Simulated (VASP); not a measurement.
**Sb: single point with PBE**

Sb:

```xyz
2
Lattice="2.1879 1.2632 3.8432 -2.1879 1.2632 3.8432 0.0000 -2.5264 3.8432" Properties=species:S:1:pos:R:3 pbc="T T T"
Sb    0.0000    0.0000    2.6827
Sb    0.0000    0.0000    8.8468
```

```json
{"Program": "VASP 6.6.1", "Task": "single point", "Functional": "PBE", "Potentials or basis": "VASP PAW PBE potentials, release 64 (Sb)", "Cutoff": "520 eV", "k mesh": "5 × 5 × 5", "Occupations": "fermi-dirac, width 0.1 eV", "Spin": "no spin polarisation", "Dipole correction": "no", "Further INCAR settings": "ALGO = Normal; EDIFF = 1e-07; NBANDS = 12"}
```

- Pressure: -0.1 GPa
- Largest force: 0.090 eV/Å

Forces on the atoms (eV/Å):
```
Sb   0.000  0.000 -0.090
Sb   0.000  0.000  0.090
```

Stress tensor (GPa, compression positive):
```
 0.06  0.00  0.00
 0.00  0.06  0.00
 0.00  0.00 -0.43
```

Levels at points of the mesh, in eV from the Fermi level:
| k point | band 2 | band 3 | band 4 | band 5 | band 6 | band 7 | band 8 | band 9 |
| --- | --- | --- | --- | --- | --- | --- | --- | --- |
| (0.00, 0.00, 0.00) | -5.13 | -2.01 | -1.75 | -1.75 | 1.92 | 2.54 | 2.54 | 5.12 |

Run time: 11 s on 1 thread of Intel(R) Xeon(R) Platinum 8488C (Sapphire Rapids), with other jobs on the host, peak memory 0.2 GiB.

Caveat: spin-orbit coupling is left out, which moves the levels of the heavy elements.
